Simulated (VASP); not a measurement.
Input of a VASP 6.6.1 run:

File INCAR:

```
SYSTEM = Ga
  ALGO = Normal
  EDIFF = 1E-7
  ENCUT = 520
  GGA = PS
  ISIF = 2
  ISMEAR = -1
  LASPH = .TRUE.
  LCHARG = .FALSE.
  LREAL = .FALSE.
  LWAVE = .FALSE.
  NBANDS = 20
  NELM = 60
  PREC = Accurate
  SIGMA = 0.1
```

Contents of KPOINTS:

```
k-points
0
G
  20 20 11
  0 0 0
```

Contents of POSCAR:

```
Ga
1.0
    2.9647887927      0.0000000000      0.0000000000
   -1.4823943964      2.5675824113      0.0000000000
    0.0000000000      0.0000000000      4.6894509240
Ga
2
Direct
    0.3333333333      0.6666666667      0.2500000000
    0.6666666667      0.3333333333      0.7500000000
```

Potentials or basis: VASP PAW PBE potentials, release 64 (Ga_d).

Launch:

```sh
$ cat potpaw_PBE.64/Ga_d/POTCAR > POTCAR
$ mpirun -np 1 vasp_std > vasp.out
```

Problem. What does it give for the band gap on the k mesh?

Solution. Zero (bands 13 and 14 overlap by 7.21 eV).

Problem. What does it give for the pressure?

Solution. 0.1 GPa.

Stress tensor (GPa, compression positive):
```
-0.18  0.00  0.00
 0.00 -0.18  0.00
 0.00  0.00  0.79
```

Caveat: the PAW data sets were made with another functional, which shifts forces and pressure a little.
